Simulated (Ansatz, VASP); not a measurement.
## One calculation of SiSn2Se4, two programs

File INCAR:

```
PREC = Accurate
ENCUT = 600
EDIFF = 1E-6
ISMEAR = 0
SIGMA = 0.1
LREAL = False
LASPH = True
NELM = 60
ALGO = Normal
ISIF = 3
LWAVE = False
LCHARG = False
GGA = PE
IBRION = 2
NSW = 90
EDIFFG = -0.04
```

File KPOINTS:

```
Automatic mesh
0
Gamma
  6 6 6
```

File POSCAR:

```
SiSn2Se4
1.0
   -2.3048383800      2.3048383800      7.1063319600
    2.3048383800     -2.3048383800      7.1063319600
    2.3048383800      2.3048383800     -7.1063319600
Si Sn Se
1 2 4
Direct
    0.0000000000      0.0000000000      0.0000000000
    0.3468770000      0.3468770000      0.0000000000
    0.6531230000      0.6531230000      0.0000000000
    0.8361940000      0.8361940000      0.0000000000
    0.0000000000      0.5000000000      0.5000000000
    0.5000000000      0.0000000000      0.5000000000
    0.1638060000      0.1638060000      0.0000000000
```

Input for Ansatz:

```yaml
crystal:
  lattice:
    - [-2.30483838, 2.30483838, 7.10633196]
    - [2.30483838, -2.30483838, 7.10633196]
    - [2.30483838, 2.30483838, -7.10633196]
  atoms:
    - { symbol: Si, position: [0.0, 0.0, 0.0] }
    - { symbol: Sn, position: [0.346877, 0.346877, 0.0] }
    - { symbol: Sn, position: [0.653123, 0.653123, 0.0] }
    - { symbol: Se, position: [0.836194, 0.836194, 0.0] }
    - { symbol: Se, position: [0.0, 0.5, 0.5] }
    - { symbol: Se, position: [0.5, 0.0, 0.5] }
    - { symbol: Se, position: [0.163806, 0.163806, 0.0] }
basis:
  ecutwfc: 420
kpoints:
  mp_grid: { grid: [6, 6, 6] }
hamiltonian:
  xc: pbe
scf:
  occupations: { method: gaussian, width: 0.1 }
  lower_state_search: "off"
output:
  forces: true
  stress: true
  eigenvalues: true
relax:
  adjacent_minimum: "off"
  f_tol: 0.04
  max_steps: 70
  cell: { stress_tol: 0.4 }
```

Alike in both runs: task relaxation of cell and atoms; functional PBE; k mesh 6 × 6 × 6; occupations gaussian, width 0.1 eV; no spin polarisation.

```csv
,VASP,Ansatz
version,VASP 6.6.1,Ansatz 0.2.0
potentials or method,"VASP PAW PBE potentials, release 64 (Si, Sn_d, Se), cutoff 600 eV","scalar-relativistic, plane waves, PAW"
valence electrons in the cell,56,96
```

```tsv
	VASP	Ansatz	Ansatz less VASP
gap on the k mesh at the Fermi level, each at its own relaxed structure (eV)	none	none	-
relaxed volume (Å³/atom)	25.05	25.08	+0.033
relaxed length of the cell vector where the two differ most in proportion (Å)	8.159	8.173	+0.0137
```

A gap of «none» marks a metal or a gap that the smearing closes. VASP's potentials hold 56 valence electrons a cell and Ansatz's 96, so a difference there can come from the potentials and not from the codes.

Noted on VASP's run: the volume moved by over 15 % at a fixed basis, so the end points are rough.
